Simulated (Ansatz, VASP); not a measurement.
# Ga: VASP beside Ansatz

INCAR

```
SYSTEM = Ga
  PREC = Accurate
  ENCUT = 520
  EDIFF = 1E-6
  ISMEAR = -1
  SIGMA = 0.03
  LREAL = .False.
  LASPH = .True.
  NELM = 60
  ALGO = Normal
  ISIF = 2
  LWAVE = .False.
  LCHARG = .False.
  GGA = CA
  NBANDS = 34
```

Contents of KPOINTS:

```
Automatic mesh
0
Gamma
  8 8 7
  0 0 0
```

File POSCAR:

```
Ga
1.0
    2.2178908173     -3.7419137528      0.0000000000
    2.2178908173      3.7419137528      0.0000000000
    0.0000000000      0.0000000000      4.4249628129
Ga
4
Direct
    0.8443628362      0.1556371638      0.0859373133
    0.6556371638      0.3443628362      0.5859373133
    0.1556371638      0.8443628362      0.9140626867
    0.3443628362      0.6556371638      0.4140626867
```

Input for Ansatz:

```yaml
crystal:
  lattice:
    - [2.2178908173, -3.7419137528, 0.0]
    - [2.2178908173, 3.7419137528, 0.0]
    - [0.0, 0.0, 4.4249628129]
  atoms:
    - { symbol: Ga, position: [0.8443628362, 0.1556371638, 0.0859373133] }
    - { symbol: Ga, position: [0.6556371638, 0.3443628362, 0.5859373133] }
    - { symbol: Ga, position: [0.1556371638, 0.8443628362, 0.9140626867] }
    - { symbol: Ga, position: [0.3443628362, 0.6556371638, 0.4140626867] }
hamiltonian:
  xc: lda
  pseudopotentials:
    kind: paw
    azcp:
      Ga: "pseudopotentials/Ga.paw.azcp"
basis:
  ecutwfc: 420
  fft_grid_basis: typed
kpoints:
  mp_grid: { grid: [8, 8, 7], shift: [0, 0, 0] }
magnetization:
  spin_polarized: false
scf:
  occupations: { method: fermi_dirac, width: 0.03 }
  lower_state_search: "off"
output:
  stress: true
  write_density: true
  write_potential: true
  elf: true
  volumetric_format: npy
```

Alike in both runs: task single point; functional LDA; k mesh 8 × 8 × 7; occupations fermi-dirac, width 0.03 eV; no spin polarisation.

|  | VASP | Ansatz |
| --- | --- | --- |
| version | VASP 6.6.1 | Ansatz 0.2.0 |
| potentials or method | VASP PAW LDA potentials, release 64 (Ga_d), cutoff 520 eV | plane waves (420 eV) with PAW, scalar-relativistic |
| valence electrons in the cell | 52 | 52 |

```tsv
	VASP	Ansatz	Ansatz less VASP
pressure (GPa)	0.1	0.0	-0.15
traceless stress, the component that is largest in VASP (GPa)	-0.17	-0.14	+0.036
```

Ansatz warns that its potentials were made for another functional, while VASP's fit it. LDA's correlation is that of Perdew and Zunger in VASP and of Perdew and Wang (1992) in Ansatz.
